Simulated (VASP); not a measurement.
# MgB2 (Pm) in VASP: single point with PBEsol

Aim: the single point of MgB2 with PBEsol.

All numbers are computed with VASP 6.6.1; they aren't measurements. Logs are shortened: lines on timing, memory, paths and dates and some standing lists are left out, and cuts for length are marked.

## 1. The cell of the first run

It takes space group Pm (No. 6, monoclinic). The conventional cell has a = 3.001 Å, b = 3.534 Å, c = 3.104 Å, α = 90.00°, β = 118.81°, γ = 90.00°. Within 3.2 Å of Mg (site symmetry m) lie 12 B at 2.39 to 2.60 Å and 6 Mg at 3.00 to 3.11 Å. Within 2.0 Å of B (site symmetry m) lie 2 B at 1.47 to 1.74 Å. Within 2.0 Å of B (site symmetry m) lie 2 B at 1.47 to 1.74 Å.

## 2. Single point, PBEsol (strained and its atoms moved)

File INCAR:

```
ALGO = Normal
EDIFF = 1E-6
ENCUT = 520
GGA = PS
ISIF = 2
ISMEAR = 0
LASPH = True
LCHARG = False
LREAL = False
LWAVE = False
NBANDS = 11
NELM = 100
PREC = Accurate
SIGMA = 0.1
```

File KPOINTS:

```
k-points
0
Gamma
  14 14 10
```

File POSCAR:

```
MgB2
1.0
    3.1030788097     -0.0617000141      0.0000000000
   -1.6049731845      2.6615285629      0.0000000000
    0.0000000000      0.0000000000      3.5340622200
Mg B
1 2
Direct
   -0.0004653860      0.0068423206      0.0000000000
    0.2777886360      0.6696379793      0.5000000000
    0.7226767500      0.3235197001      0.5000000000
```

Potentials or basis: VASP PAW PBE potentials, release 64 (Mg, B).

Launch:

```
$ cat potpaw_PBE.64/Mg/POTCAR potpaw_PBE.64/B/POTCAR > POTCAR
$ mpirun -np 1 vasp_std > vasp.out
```

OUTCAR:

```text
EDIFF = 1E-6
   ENCUT = 520
   GGA = PS
   ISIF = 2
   ISMEAR = 0
   LASPH = True
   LREAL = False
   NELM = 100
   PREC = Accurate

 ion  position               nearest neighbor table
   1  1.000  0.007  0.000-   3 2.39   3 2.39   2 2.44   2 2.44   2 2.49   2 2.49   3 2.53   3 2.53
                             2 2.60   2 2.60   3 2.60   3 2.60
   2  0.278  0.670  0.500-   3 1.47   3 1.74   3 2.16   1 2.44   1 2.44   1 2.49   1 2.49   1 2.60
                             1 2.60
   3  0.723  0.324  0.500-   2 1.47   2 1.74   2 2.16   1 2.39   1 2.39   1 2.53   1 2.53   1 2.60
                             1 2.60

  LATTYP: Found a simple monoclinic cell.
 ALAT       =     3.0005714368
 B/A-ratio  =     1.1777963946
 C/A-ratio  =     1.0343670264
 COS(beta)  =    -0.4819502460

  Lattice vectors:

 A1 = (   1.4981056252,   2.5998285488,   0.0000000000)
 A2 = (   0.0000000000,   0.0000000000,  -3.5340622200)
 A3 = (  -3.1030788097,   0.0617000141,   0.0000000000)

Analysis of symmetry for initial positions (statically):
=====================================================================
 Subroutine PRICEL returns:
 Original cell was already a primitive cell.

 Routine SETGRP: Setting up the symmetry group for a
 simple monoclinic supercell.

 Subroutine GETGRP returns: Found  2 space group operations
 (whereof  2 operations were pure point group operations)
 out of a pool of  4 trial point group operations.

The static configuration has the point symmetry C_1h.

Analysis of symmetry for dynamics (positions and initial velocities):
=====================================================================
 Subroutine PRICEL returns:
 Original cell was already a primitive cell.

 Routine SETGRP: Setting up the symmetry group for a
 simple monoclinic supercell.

 Subroutine GETGRP returns: Found  2 space group operations
 (whereof  2 operations were pure point group operations)
 out of a pool of  4 trial point group operations.

The dynamic configuration has the point symmetry C_1h.

 Subroutine INISYM returns: Found  2 space group operations
 (whereof  2 operations are pure point group operations),
 and found     1 'primitive' translations

----------------------------------------------------------------------------------------

                                     Primitive cell

  volume of cell :      28.8376

  direct lattice vectors                    reciprocal lattice vectors
     3.103078810 -0.061700014  0.000000000     0.326171473  0.196690156  0.000000000
    -1.604973184  2.661528563  0.000000000     0.007561363  0.380283646  0.000000000
     0.000000000  0.000000000  3.534062220     0.000000000  0.000000000  0.282960496

  length of vectors
     3.103692155  3.108001482  3.534062220     0.380886921  0.380358812  0.282960496

  position of ions in fractional coordinates (direct lattice)
     0.999534614  0.006842321  0.000000000
     0.277788636  0.669637979  0.500000000
     0.722676750  0.323519700  0.500000000

  ion indices of the primitive-cell ions
   primitive index   ion index
                 1           1
                 2           2
                 3           3

----------------------------------------------------------------------------------------

 KPOINTS: k-points

Automatic generation of k-mesh.
 Grid dimensions read from file:
 generate k-points for:   14   14   10

 Generating k-lattice:

  Cartesian coordinates                     Fractional coordinates (reciprocal lattice)
     0.023297962  0.014049297  0.000000000     0.071428571  0.000000000  0.000000000
     0.000540097  0.027163118  0.000000000     0.000000000  0.071428571  0.000000000
     0.000000000  0.000000000  0.028296050     0.000000000  0.000000000  0.100000000

  Length of vectors
     0.027206209  0.027168487  0.028296050

  Shift w.r.t. Gamma in fractional coordinates (k-lattice)
     0.000000000  0.000000000  0.000000000

 Subroutine IBZKPT returns following result:
 ===========================================

 Found    600 irreducible k-points:

 Following reciprocal coordinates:
            Coordinates               Weight
  0.000000  0.000000  0.000000      1.000000
  0.071429 -0.000000  0.000000      2.000000
  0.142857 -0.000000  0.000000      2.000000
  0.214286 -0.000000  0.000000      2.000000
  0.285714  0.000000  0.000000      2.000000
  0.357143 -0.000000  0.000000      2.000000
[... 16 lines left out ...]
  0.000000  0.142857  0.000000      2.000000
  0.071429  0.142857  0.000000      2.000000
 [... further k-points ...]
   k-points           NKPTS =    600   k-points in BZ     NKDIM =    600   number of bands    NBANDS=     11
   number of dos      NEDOS =    301   number of ions     NIONS =      3
   total plane-waves  NPLWV =  16128
   dimension x,y,z NGX =    24 NGY =   24 NGZ =   28
   dimension x,y,z NGXF=    48 NGYF=   48 NGZF=   56
   ions per type =               1   2
   NGX,Y,Z   is equivalent  to a cutoff of  12.86, 12.84, 13.17 a.u.
   NGXF,Y,Z  is equivalent  to a cutoff of  25.71, 25.68, 26.34 a.u.
 SYSTEM =  unknown system
   PREC   = accura    normal or accurate (medium, high low for compatibility)
   ISTART =      0    job   : 0-new  1-cont  2-samecut
   ICHARG =      2    charge: 1-file 2-atom 10-const
   ISPIN  =      1    spin polarized calculation?
   LNONCOLLINEAR =      F non collinear calculations
   LSORBIT =      F    spin-orbit coupling
   LASPH  =      T    aspherical Exc in radial PAW
   ENCUT  =  520.0 eV  38.22 Ry    6.18 a.u.   5.77  5.78  6.57*2*pi/ulx,y,z
   NELM   =    100;   NELMIN=  2; NELMDL= -5     # of ELM steps
   EDIFF  = 0.1E-05   stopping-criterion for ELM
   LREAL  =      F    real-space projection
   EDIFFG = 0.1E-04   stopping-criterion for IOM
   NSW    =      0    number of steps for IOM
   IBRION =     -1    ionic relax: 0-MD 1-quasi-New 2-CG
   NFREE  =      0    steps in history (QN), initial steepest desc. (CG)
   ISIF   =      2    stress and relaxation
   ISYM   =      2    0-nonsym 1-usesym 2-fastsym
   POTIM  = 0.5000    time-step for ionic-motion
   TEBEG  =    0.0;   TEEND  =   0.0 temperature during run
   PSTRESS=    0.0 pullay stress
   NELECT =       8.0000    total number of electrons
   NUPDOWN=      -1.0000    fix difference up-down
   EMIN   =  10.00;   EMAX   =-10.00  energy-range for DOS
   EFERMI =   0.00;   METHOD = LEGACY
   ISMEAR =     0;   SIGMA  =   0.10  broadening in eV -4-tet -1-fermi 0-gaus
   EFERMI_NEDOS =   21; number of points for ismear=-14 and -15
   IALGO  =     38    algorithm
   IMIX   =      4    mixing-type and parameters
     AMIX     =   0.40;   BMIX     =  1.00
     AMIX_MAG =   1.60;   BMIX_MAG =  1.00
  volume/ion in A,a.u.               =       9.61        64.87
  Fermi-wavevector in a.u.,A,eV,Ry     =   1.067706  2.017672 15.510591  1.139996
  Thomas-Fermi vector in A             =   2.203331
   LORBIT       =      0    0 simple, 1 ext, 2 COOP (PROOUT), +10 PAW based schemes
   GGA     = PS    functional components
   LHFCALC =     F    Hartree Fock is set to
   AEXX    =    0.0000 exact exchange contribution
   IVDW    =     0    specifies the selected vdW correction
   LEPSILON=     F    determine dielectric tensor
   LRPA    =     F    only Hartree local field effects (RPA)
 non-spin polarized calculation
 Gauss-broadening in eV      SIGMA  =   0.10
  energy-cutoff  :      520.00
  volume of cell :       28.84
 maximum number of plane-waves:       791
   NGX = 11   NGY = 11   NGZ = 13

 number of electron       8.0000000 magnetization

 Free energy of the ion-electron system (eV)
  ---------------------------------------------------
  ext. energy  EPLUGINS =         0.00000000
  ---------------------------------------------------
  free energy    TOTEN  =       -15.46089378 eV

  energy without entropy =      -15.45858296  energy(sigma->0) =      -15.45973837

 E-fermi :   5.4667     XC(G=0): -10.9804

 val. band max:        5.4655983949   @ k =   0.2857   0.2143   0.3000
 cond. band min:       5.4751916728   @ k =   0.0714   0.3571   0.4000
 fundamental gap:      0.0095932779
 Fermi energy:         5.4666700365

 k-point     1 :       0.0000    0.0000    0.0000
  band No.  band energies     occupation
      1      -7.2581      2.00000
      2       2.0276      2.00000
      3       3.5738      2.00000
      4       6.6657      0.00000
      5       8.2750      0.00000
      6       8.3235      0.00000
      7      13.4319      0.00000
      8      15.0022      0.00000
      9      15.8689      0.00000
     10      17.4269      0.00000
     11      21.3079      0.00000

 k-point     2 :       0.0714   -0.0000    0.0000
  band No.  band energies     occupation
      1      -7.1697      2.00000
      2       2.1219      2.00000
      3       3.3232      2.00000
      4       6.6252      0.00000
      5       7.3200      0.00000
      6       9.4143      0.00000
      7      13.4090      0.00000
      8      14.5999      0.00000
      9      15.3901      0.00000
     10      18.2504      0.00000
     11      21.1228      0.00000

 k-point     3 :       0.1429   -0.0000    0.0000
  band No.  band energies     occupation
      1      -6.9055      2.00000
      2       2.4049      2.00000
      3       2.6371      2.00000
      4       5.9661      0.00000
      5       7.1937      0.00000
      6      10.2698      0.00000
      7      13.4550      0.00000
      8      14.1996      0.00000
      9      14.3108      0.00000
     10      19.2330      0.00000
     11      20.7879      0.00000

 k-point     4 :       0.2143   -0.0000    0.0000
  band No.  band energies     occupation
      1      -6.4691      2.00000
      2       1.6506      2.00000
      3       2.8760      2.00000
      4       5.1039      2.00000
      5       7.5487      0.00000
      6      10.4119      0.00000
      7      12.6735      0.00000
      8      13.9761      0.00000
      9      14.4337      0.00000
     10      19.2042      0.00000
     11      20.0139      0.00000

 k-point     5 :       0.2857    0.0000    0.0000
  band No.  band energies     occupation
      1      -5.8669      2.00000
      2       0.4924      2.00000
      3       3.5341      2.00000
      4       4.3882      2.00000
      5       8.0450      0.00000
      6      10.1575      0.00000
      7      11.0481      0.00000
      8      13.6589      0.00000
      9      15.7976      0.00000
     10      19.0864      0.00000
     11      19.3531      0.00000
[... 211 lines left out ...]
 k-point    21 :      -0.1429    0.0714    0.0000
  band No.  band energies     occupation
      1      -7.0011      2.00000
      2       2.2694      2.00000
      3       3.1117      2.00000
      4       5.5820      0.10293
      5       6.9968      0.00000
      6      10.7084      0.00000
      7      13.4243      0.00000
      8      14.8201      0.00000
      9      14.8805      0.00000
     10      18.5316      0.00000
     11      20.0447      0.00000

 k-point    22 :      -0.0714    0.0714    0.0000
  band No.  band energies     occupation
      1      -7.1732      2.00000
      2       2.0992      2.00000
      3       3.4774      2.00000
      4       6.5398      0.00000
      5       6.8429      0.00000
      6       9.6764      0.00000
      7      13.6341      0.00000
      8      15.1079      0.00000
      9      15.6322      0.00000
     10      17.7384      0.00000
     11      20.7432      0.00000

 k-point    23 :       0.0000    0.1429    0.0000
  band No.  band energies     occupation
      1      -6.9025      2.00000
      2       2.3835      2.00000
      3       2.7065      2.00000
      4       6.2364      0.00000
      5       7.2283      0.00000
      6       8.9532      0.00000
      7      14.3834      0.00000
      8      14.4483      0.00000
      9      14.8891      0.00000
     10      19.4495      0.00000
     11      20.1526      0.00000

 k-point    24 :       0.0714    0.1429    0.0000
  band No.  band energies     occupation
      1      -6.6313      2.00000
      2       2.0106      2.00000
      3       2.6981      2.00000
      4       5.6632      0.00544
      5       7.7969      0.00000
      6       9.0527      0.00000
      7      13.2566      0.00000
      8      14.1094      0.00000
      9      14.7326      0.00000
     10      19.7584      0.00000
     11      20.3244      0.00000

 [... further k-points ...]
[... 5 lines left out ...]
  --------------------------------------------------------------------------------------
  -------------------------------------------------------------------------------------
  Total        3.6075983      2.3250360     -0.0531646      3.1325877      0.0000000      0.0000000
  in kB      200.4330820    129.1757292     -2.9537488    174.0421655      0.0000000      0.0000000
  external PRESSURE =     108.8850208 kB  Pullay stress =       0.0000000 kB

 VOLUME and BASIS-vectors are now :
 -----------------------------------------------------------------------------
  energy-cutoff  :      520.00
  volume of cell :       28.84
      direct lattice vectors                 reciprocal lattice vectors
     3.103078810 -0.061700014  0.000000000     0.326171473  0.196690156  0.000000000
    -1.604973184  2.661528563  0.000000000     0.007561363  0.380283646  0.000000000
     0.000000000  0.000000000  3.534062220     0.000000000  0.000000000  0.282960496

 POSITION                                       TOTAL-FORCE (eV/Angst)
 -----------------------------------------------------------------------------------
      3.09065     -0.04346      0.00000         0.116879     -0.138581      0.000000
     -0.21275      1.76512      1.76703         5.019381      3.051805      0.000000
      1.72328      0.81647      1.76703        -5.136260     -2.913224      0.000000
 -----------------------------------------------------------------------------------
    total drift:                                0.000015     -0.000015     -0.000000

  FREE ENERGIE OF THE ION-ELECTRON SYSTEM (eV)
  ---------------------------------------------------
  free  energy   TOTEN  =       -15.4608937844 eV

  energy  without entropy=      -15.4585829580  energy(sigma->0) =      -15.45973837
```

Wall time 2 min (1 thread of Intel Xeon Platinum 8488C (Sapphire Rapids), shared host); peak memory 0.31 GiB.

Results:

```
Free energy            : -15.4609 eV
Pressure               : 10.9 GPa
Largest force          : 5.905 eV/Å
Band gap on the k mesh : zero (band 4 reaches 8.50 eV, above the bottom of band 5 at 3.11 eV)
```

Forces in eV/Å, atoms in the order of the input:
```
Mg   0.117 -0.139  0.000
B    5.019  3.052  0.000
B   -5.136 -2.913  0.000
```

Levels at points of the mesh, in eV from the Fermi level:
| k point | band 1 | band 2 | band 3 | band 4 | band 5 | band 6 | band 7 | band 8 |
| --- | --- | --- | --- | --- | --- | --- | --- | --- |
| (0.00, 0.00, 0.00) | -12.72 | -3.44 | -1.89 | 1.20 | 2.81 | 2.86 | 7.97 | 9.54 |
| (0.50, 0.00, 0.00) | -8.94 | -8.25 | -2.01 | 1.11 | 1.16 | 3.38 | 5.26 | 6.07 |
| (0.00, 0.50, 0.00) | -8.93 | -8.11 | -1.97 | -0.20 | 2.41 | 2.84 | 5.14 | 6.64 |
| (0.50, 0.50, 0.00) | -9.43 | -7.47 | -3.04 | -1.33 | 3.75 | 4.72 | 4.80 | 7.30 |
| (0.00, 0.00, 0.50) | -11.48 | -7.78 | -1.60 | 3.03 | 3.31 | 8.35 | 8.59 | 9.08 |
| (0.50, 0.00, 0.50) | -8.14 | -7.28 | -3.05 | -2.50 | -1.65 | 4.92 | 8.19 | 9.09 |
| (0.00, 0.50, 0.50) | -8.08 | -7.24 | -3.78 | -1.49 | -1.46 | 3.65 | 7.90 | 8.73 |
| (0.50, 0.50, 0.50) | -8.52 | -6.51 | -4.67 | -2.78 | -0.63 | 5.82 | 8.29 | 9.27 |

Caveat: the cell differs from its parent crystal (strained and its atoms moved); the PAW data sets were made with another functional, which shifts forces and pressure a little.
